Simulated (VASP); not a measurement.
# Mo in VASP: single point with PBE

Aim: the single point of Mo with PBE.

Everything below comes from runs of VASP 6.6.1. Logs are shortened: lines on timing, memory, paths and dates and some standing lists are left out, and cuts for length are marked.

## Step 1: The cell of the first run

The cell holds a slab with vacuum, 4 atoms: a = 2.737 Å, b = 2.737 Å, c = 33.147 Å, α = 90.00°, β = 90.00°, γ = 109.47°.

## Step 2: Single point, PBE

INCAR

```
PREC = Accurate
ENCUT = 400
EDIFF = 1E-6
ISMEAR = 1
SIGMA = 0.1
LREAL = False
LASPH = True
NELM = 120
ALGO = Normal
ISIF = 2
LWAVE = False
LCHARG = True
LDIPOL = True
IDIPOL = 3
DIPOL = 0.5 0.5 0.280
GGA = PE
LELF = True
LVHAR = True
LVACPOTAV = True
NBANDS = 36
GGA_COMPAT = False
NELMDL = -8
```

KPOINTS

```
regular mesh
0
Gamma
  14 14 1
```

POSCAR

```
Mo
1.0
    2.7370646274      0.0000000045      0.0000000000
   -0.9123549053      2.5805292677      0.0000000000
    0.0000000000      0.0000000000     33.1467969732
Mo
4
Direct
    0.0000000000      0.0000000000      0.1810129650
    0.5000000000      0.5000000000      0.2452719835
    0.0000000000      0.0000000000      0.3128618590
    0.5000000000      0.5000000000      0.3801764606
```

Potentials or basis: VASP PAW PBE potentials, release 64 (Mo_sv).

The run is started by

```bash
> cat potpaw_PBE.64/Mo_sv/POTCAR > POTCAR
> mpirun -np 1 vasp_std > vasp.out
```

OUTCAR:

```text
PREC = Accurate
   ENCUT = 400
   EDIFF = 1E-6
   ISMEAR = 1
   LREAL = False
   LASPH = True
   NELM = 120
   ISIF = 2
   GGA = PE
   NELMDL = -8

 ion  position               nearest neighbor table
   1  0.000  0.000  0.181-   2 2.65   2 2.65   2 3.09   2 3.09
   2  0.500  0.500  0.245-   1 2.65   1 2.65   3 2.74   3 2.74   1 3.09   1 3.09   3 3.16   3 3.16

   3  0.000  0.000  0.313-   4 2.73   4 2.73   2 2.74   2 2.74   4 3.16   4 3.16   2 3.16   2 3.16

   4  0.500  0.500  0.380-   3 2.73   3 2.73   3 3.16   3 3.16

  LATTYP: Found a base centered orthorhombic cell.
 ALAT       =     3.1604899770
 B/A-ratio  =     1.4142135771
 C/A-ratio  =    10.4878665063

  Lattice vectors:

 A1 = (   2.7370646274,   0.0000000045,   0.0000000000)
 A2 = (  -0.9123549053,   2.5805292677,   0.0000000000)
 A3 = (   0.0000000000,   0.0000000000,  33.1467969732)

Analysis of symmetry for initial positions (statically):
=====================================================================
 Subroutine PRICEL returns:
 Original cell was already a primitive cell.

 Routine SETGRP: Setting up the symmetry group for a
 base centered orthorhombic supercell.

 Subroutine GETGRP returns: Found  4 space group operations
 (whereof  4 operations were pure point group operations)
 out of a pool of  8 trial point group operations.

The static configuration has the point symmetry C_2v.

Analysis of symmetry for dynamics (positions and initial velocities):
=====================================================================
 Subroutine PRICEL returns:
 Original cell was already a primitive cell.

 Routine SETGRP: Setting up the symmetry group for a
 base centered orthorhombic supercell.

 Subroutine GETGRP returns: Found  4 space group operations
 (whereof  4 operations were pure point group operations)
 out of a pool of  8 trial point group operations.

The dynamic configuration has the point symmetry C_2v.

 Subroutine INISYM returns: Found  4 space group operations
 (whereof  4 operations are pure point group operations),
 and found     1 'primitive' translations

----------------------------------------------------------------------------------------

                                     Primitive cell

  volume of cell :     234.1183

  direct lattice vectors                    reciprocal lattice vectors
     2.737064627  0.000000004  0.000000000     0.365354910  0.129172472  0.000000000
    -0.912354905  2.580529268  0.000000000    -0.000000001  0.387517403  0.000000000
     0.000000000  0.000000000 33.146796973     0.000000000  0.000000000  0.030168827

  length of vectors
     2.737064627  2.737064627 33.146796973     0.387517403  0.387517403  0.030168827

  position of ions in fractional coordinates (direct lattice)
     0.000000000  0.000000000  0.181012965
     0.500000000  0.500000000  0.245271983
     0.000000000  0.000000000  0.312861859
     0.500000000  0.500000000  0.380176461

  ion indices of the primitive-cell ions
   primitive index   ion index
                 1           1
                 2           2
                 3           3
                 4           4

----------------------------------------------------------------------------------------

 KPOINTS: regular mesh

Automatic generation of k-mesh.
 Grid dimensions read from file:
 generate k-points for:   14   14    1

 Generating k-lattice:

  Cartesian coordinates                     Fractional coordinates (reciprocal lattice)
     0.026096779  0.009226605  0.000000000     0.071428571 -0.000000000  0.000000000
    -0.000000000  0.027679814  0.000000000     0.000000000  0.071428571  0.000000000
     0.000000000  0.000000000  0.030168827     0.000000000  0.000000000  1.000000000

  Length of vectors
     0.027679814  0.027679814  0.030168827

  Shift w.r.t. Gamma in fractional coordinates (k-lattice)
     0.000000000  0.000000000  0.000000000

 Subroutine IBZKPT returns following result:
 ===========================================

 Found     57 irreducible k-points:

 Following reciprocal coordinates:
            Coordinates               Weight
  0.000000  0.000000  0.000000      1.000000
  0.071429 -0.000000  0.000000      4.000000
  0.142857  0.000000  0.000000      4.000000
  0.214286 -0.000000  0.000000      4.000000
  0.285714  0.000000  0.000000      4.000000
  0.357143 -0.000000  0.000000      4.000000
[... 16 lines left out ...]
  0.214286  0.142857  0.000000      4.000000
  0.285714  0.142857  0.000000      4.000000
 [... further k-points ...]
   k-points           NKPTS =     57   k-points in BZ     NKDIM =     57   number of bands    NBANDS=     36
   number of dos      NEDOS =    301   number of ions     NIONS =      4
   total plane-waves  NPLWV =  69984
   dimension x,y,z NGX =    18 NGY =   18 NGZ =  216
   dimension x,y,z NGXF=    36 NGYF=   36 NGZF=  432
   ions per type =               4
   NGX,Y,Z   is equivalent  to a cutoff of  10.93, 10.93, 10.83 a.u.
   NGXF,Y,Z  is equivalent  to a cutoff of  21.87, 21.87, 21.67 a.u.
 SYSTEM =  unknown system
   PREC   = accura    normal or accurate (medium, high low for compatibility)
   ISTART =      0    job   : 0-new  1-cont  2-samecut
   ICHARG =      2    charge: 1-file 2-atom 10-const
   ISPIN  =      1    spin polarized calculation?
   LNONCOLLINEAR =      F non collinear calculations
   LSORBIT =      F    spin-orbit coupling
   LASPH  =      T    aspherical Exc in radial PAW
   ENCUT  =  400.0 eV  29.40 Ry    5.42 a.u.   4.46  4.46 54.05*2*pi/ulx,y,z
   NELM   =    120;   NELMIN=  2; NELMDL= -8     # of ELM steps
   EDIFF  = 0.1E-05   stopping-criterion for ELM
   LREAL  =      F    real-space projection
   EDIFFG = 0.1E-04   stopping-criterion for IOM
   NSW    =      0    number of steps for IOM
   IBRION =     -1    ionic relax: 0-MD 1-quasi-New 2-CG
   NFREE  =      0    steps in history (QN), initial steepest desc. (CG)
   ISIF   =      2    stress and relaxation
   ISYM   =      2    0-nonsym 1-usesym 2-fastsym
   POTIM  = 0.5000    time-step for ionic-motion
   TEBEG  =    0.0;   TEEND  =   0.0 temperature during run
   PSTRESS=    0.0 pullay stress
   NELECT =      56.0000    total number of electrons
   NUPDOWN=      -1.0000    fix difference up-down
   EMIN   =  10.00;   EMAX   =-10.00  energy-range for DOS
   EFERMI =   0.00;   METHOD = LEGACY
   ISMEAR =     1;   SIGMA  =   0.10  broadening in eV -4-tet -1-fermi 0-gaus
   EFERMI_NEDOS =   21; number of points for ismear=-14 and -15
   IALGO  =     38    algorithm
   IMIX   =      4    mixing-type and parameters
     AMIX     =   0.40;   BMIX     =  1.00
     AMIX_MAG =   1.60;   BMIX_MAG =  1.00
  volume/ion in A,a.u.               =      58.53       394.98
  Fermi-wavevector in a.u.,A,eV,Ry     =   1.016231  1.920398 14.051078  1.032725
  Thomas-Fermi vector in A             =   2.149563
   LORBIT       =      0    0 simple, 1 ext, 2 COOP (PROOUT), +10 PAW based schemes
   GGA     = PE    functional components
   LHFCALC =     F    Hartree Fock is set to
   AEXX    =    0.0000 exact exchange contribution
   IVDW    =     0    specifies the selected vdW correction
   LEPSILON=     F    determine dielectric tensor
   LRPA    =     F    only Hartree local field effects (RPA)
 non-spin polarized calculation
 Methfessel and Paxton  Order N= 1 SIGMA  =   0.10
  energy-cutoff  :      400.00
  volume of cell :      234.12
 maximum number of plane-waves:      4327
 NGX is ok and might be reduce to    18
   NGX =  9   NGY =  9   NGZ =109

 dipolmoment           0.000000      0.000000     -0.019176 electrons x Angstroem

 number of electron      56.0000016 magnetization

 dipolmoment           0.000000      0.000000      0.004427 electrons x Angstroem

 Free energy of the ion-electron system (eV)
  ---------------------------------------------------
  ext. energy  EPLUGINS =         0.00000000
  ---------------------------------------------------
  free energy    TOTEN  =       -41.22429766 eV

  energy without entropy =      -41.22558011  energy(sigma->0) =      -41.22472515

 E-fermi :   0.0105     XC(G=0):  -4.2549

 val. band max:        0.0071898619   @ k =  -0.1429   0.1429   0.0000
 cond. band min:       0.0131383834   @ k =   0.3571   0.3571   0.0000
 fundamental gap:      0.0059485216
 Fermi energy:         0.0104794535

 k-point     1 :       0.0000    0.0000    0.0000
  band No.  band energies     occupation
      1     -61.3252      2.00000
      2     -61.2112      2.00000
      3     -61.0105      2.00000
      4     -60.9608      2.00000
      5     -35.8747      2.00000
      6     -35.4927      2.00000
[... 28 lines left out ...]
     35       1.6576     -0.00000
     36       1.7517     -0.00000

 k-point     2 :       0.0714   -0.0000    0.0000
  band No.  band energies     occupation
      1     -61.3167      2.00000
      2     -61.2050      2.00000
      3     -61.0051      2.00000
      4     -60.9560      2.00000
      5     -35.8581      2.00000
      6     -35.4957      2.00000
[... 28 lines left out ...]
     35       1.6301     -0.00000
     36       1.7240     -0.00000

 k-point     3 :       0.1429    0.0000    0.0000
  band No.  band energies     occupation
      1     -61.2924      2.00000
      2     -61.1878      2.00000
      3     -60.9901      2.00000
      4     -60.9427      2.00000
      5     -35.8112      2.00000
      6     -35.5133      2.00000
[... 28 lines left out ...]
     35       1.6529     -0.00000
     36       1.7121     -0.00000
[... 742 lines left out ...]
 k-point    23 :       0.2143    0.1429    0.0000
  band No.  band energies     occupation
      1     -61.2046      2.00000
      2     -61.1403      2.00000
      3     -60.9465      2.00000
      4     -60.9063      2.00000
      5     -35.6631      2.00000
      6     -35.6354      2.00000
[... 28 lines left out ...]
     35       2.0854      0.00000
     36       2.2580      0.00000

 k-point    24 :       0.2857    0.1429    0.0000
  band No.  band energies     occupation
      1     -61.1626      2.00000
      2     -61.1200      2.00000
      3     -60.9231      2.00000
      4     -60.8849      2.00000
      5     -35.7267      2.00000
      6     -35.6902      2.00000
[... 28 lines left out ...]
     35       2.2349      0.00000
     36       2.2904      0.00000

 [... further k-points ...]

------------------------ aborting loop because EDIFF is reached ----------------------------------------

  FORCE on cell =-STRESS in cart. coord.  units (eV):
  Direction    XX          YY          ZZ          XY          YZ          ZX
  --------------------------------------------------------------------------------------
  -------------------------------------------------------------------------------------
  Total       -3.3936734     -3.7171175     -1.3918180     -0.4574190      0.0000000      0.0000000
  in kB      -23.2244379    -25.4379119     -9.5248388     -3.1303249      0.0000000      0.0000000
  external PRESSURE =     -19.3957295 kB  Pullay stress =       0.0000000 kB

 VOLUME and BASIS-vectors are now :
 -----------------------------------------------------------------------------
  energy-cutoff  :      400.00
  volume of cell :      234.12
      direct lattice vectors                 reciprocal lattice vectors
     2.737064627  0.000000004  0.000000000     0.365354910  0.129172472  0.000000000
    -0.912354905  2.580529268  0.000000000    -0.000000001  0.387517403  0.000000000
     0.000000000  0.000000000 33.146796973     0.000000000  0.000000000  0.030168827

 POSITION                                       TOTAL-FORCE (eV/Angst)
 -----------------------------------------------------------------------------------
      0.00000      0.00000      6.00000         0.000000      0.000000     -0.051558
      0.91235      1.29026      8.12998        -0.000000      0.000000      0.014131
      0.00000      0.00000     10.37037         0.000000      0.000000      0.561435
      0.91235      1.29026     12.60163         0.000000      0.000000     -0.524009
 -----------------------------------------------------------------------------------
    total drift:                                0.000000      0.000000     -0.000445

  FREE ENERGIE OF THE ION-ELECTRON SYSTEM (eV)
  ---------------------------------------------------
  free  energy   TOTEN  =       -41.2242976633 eV

  energy  without entropy=      -41.2255801117  energy(sigma->0) =      -41.22472515

 vacuum level on the upper side and lower side of the slab         4.741         4.628
```

It took 7.8 min on 1 thread of Intel Xeon Platinum 8488C (Sapphire Rapids), shared host; peak memory 0.39 GiB.

Results:

```
Free energy            : -41.2243 eV
Largest force          : 0.561 eV/Å
Band gap on the k mesh : zero (bands 28 and 29 overlap by 1.78 eV)
```

Forces in eV/Å, atoms in the order of the input:
```
Mo   0.000  0.000 -0.052
Mo   0.000  0.000  0.014
Mo   0.000  0.000  0.561
Mo   0.000  0.000 -0.524
```

Levels at points of the mesh, in eV from the Fermi level:
| k point | band 26 | band 27 | band 28 | band 29 | band 30 | band 31 |
| --- | --- | --- | --- | --- | --- | --- |
| (0.00, 0.00, 0.00) | -1.35 | -1.20 | -1.05 | 0.15 | 0.32 | 1.11 |
| (0.50, 0.00, 0.00) | -0.89 | 0.97 | 1.00 | 1.47 | 1.50 | 1.62 |
| (0.50, 0.50, 0.00) | 0.53 | 0.55 | 0.80 | 1.00 | 1.47 | 2.64 |
